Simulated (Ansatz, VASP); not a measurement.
One calculation of Sb, two programs

INCAR

```
ALGO = Normal
EDIFF = 1E-8
ENCUT = 520
ISIF = 2
ISMEAR = -1
LASPH = True
LCHARG = False
LEFG = True
LREAL = False
LWAVE = False
NBANDS = 12
NELM = 80
PREC = Accurate
SIGMA = 0.03
```

File KPOINTS:

```
k-points
0
Gamma
  12 12 7
```

File POSCAR:

```
Sb
1.0
    3.3801929534      0.0000000000      0.0000000000
   -1.6900964767      2.9273329673      0.0000000000
    0.0000000000      0.0000000000      5.3477077713
Sb
2
Direct
    0.3333333333      0.6666666667      0.2500000000
    0.6666666667      0.3333333333      0.7500000000
```

Input for Ansatz:

```yaml
crystal:
  lattice:
    - [3.3801929534, 0.0, 0.0]
    - [-1.6900964767, 2.9273329673, 0.0]
    - [0.0, 0.0, 5.3477077713]
  atoms:
    - { symbol: Sb, position: [0.3333333333, 0.6666666667, 0.25] }
    - { symbol: Sb, position: [0.6666666667, 0.3333333333, 0.75] }
kpoints:
  mp_grid: { grid: [12, 12, 7] }
scf:
  occupations: { method: fermi_dirac, width: 0.03 }
hamiltonian:
  xc: lda
  pseudopotentials: { kind: all_electron, datasets: crystal }
output:
  forces: true
  stress: true
  eigenvalues: true
  efg: { contact_densities: true }
```

Change from the starting cell: volume scaled by 1.01, crystal datasets.

Alike in both runs: task electric field gradients; functional LDA; k mesh 12 × 12 × 7; occupations fermi-dirac, width 0.03 eV; no spin polarisation.

|  | VASP | Ansatz |
| --- | --- | --- |
| version | VASP 6.6.1 | Ansatz 0.2.0 |
| potentials or method | VASP PAW LDA potentials, release 64 (Sb), cutoff 520 eV | all-electron PAW with datasets made for the crystal, scalar-relativistic |

```csv
,VASP,Ansatz,Ansatz less VASP
pressure (GPa),-1.9,-2.0,-0.08
"traceless stress, the component that is largest in VASP (GPa)",-1.01,-1.00,+0.008
size of Vzz on the site where it differs most (V/Å²),24.4,26.4,+2.03
```

LDA's correlation is that of Perdew and Zunger in VASP and of Perdew and Wang (1992) in Ansatz. Ansatz ran all-electron here, and VASP with PAW potentials.

Neither program's run includes spin-orbit coupling.
